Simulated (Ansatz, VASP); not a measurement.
## Two plane-wave programs on Pt

The input INCAR:

```
PREC = Accurate
ENCUT = 520
EDIFF = 1E-7
ISMEAR = 0
SIGMA = 0.15
LREAL = False
LASPH = True
NELM = 60
ALGO = Fast
ISIF = 2
LWAVE = False
LCHARG = True
GGA = PE
LELF = True
LVHAR = True
NBANDS = 11
```

The input KPOINTS:

```
Automatic mesh
0
Gamma
  20 20 20
```

The input POSCAR:

```
Pt
1.0
    0.0048947500      1.9579000000      1.9579000000
    1.9579000000      0.0048947500      1.9579000000
    1.9627947500      1.9627947500      0.0000000000
Pt
1
Direct
    0.0000000000      0.0000000000      0.0000000000
```

Input for Ansatz:

```yaml
crystal:
  lattice:
    - [0.00489475, 1.9579, 1.9579]
    - [1.9579, 0.00489475, 1.9579]
    - [1.96279475, 1.96279475, 0.0]
  atoms:
    - { symbol: Pt, position: [0.0, 0.0, 0.0] }
basis:
  ecutwfc: 420
kpoints:
  mp_grid: { grid: [20, 20, 20] }
hamiltonian:
  xc: pbe
scf:
  occupations: { method: gaussian, width: 0.15 }
output:
  forces: true
  stress: true
  eigenvalues: true
```

Change from the starting cell: strain +0.0050 x Voigt [0, 0, 0, 0, 0, 1], atoms carried along.

Alike in both runs: task single point; functional PBE; k mesh 20 × 20 × 20; occupations gaussian, width 0.15 eV; no spin polarisation.

|  | VASP | Ansatz |
| --- | --- | --- |
| version | VASP 6.6.1 | Ansatz 0.2.0 |
| potentials or method | VASP PAW PBE potentials, release 64 (Pt), cutoff 520 eV | scalar-relativistic, plane waves, PAW |
| valence electrons in the cell | 10 | 18 |

```tsv
	VASP	Ansatz	Ansatz less VASP
gap on the k mesh at the Fermi level (eV)	none	none	-
pressure (GPa)	11.0	11.6	+0.54
traceless stress, the component that is largest in VASP (GPa)	-0.43	-0.43	+0.002
```

A gap of «none» marks a metal or a gap that the smearing closes. VASP's potentials hold 10 valence electrons a cell and Ansatz's 18, so a difference there can come from the potentials and not from the codes.

Neither program's run includes spin-orbit coupling.
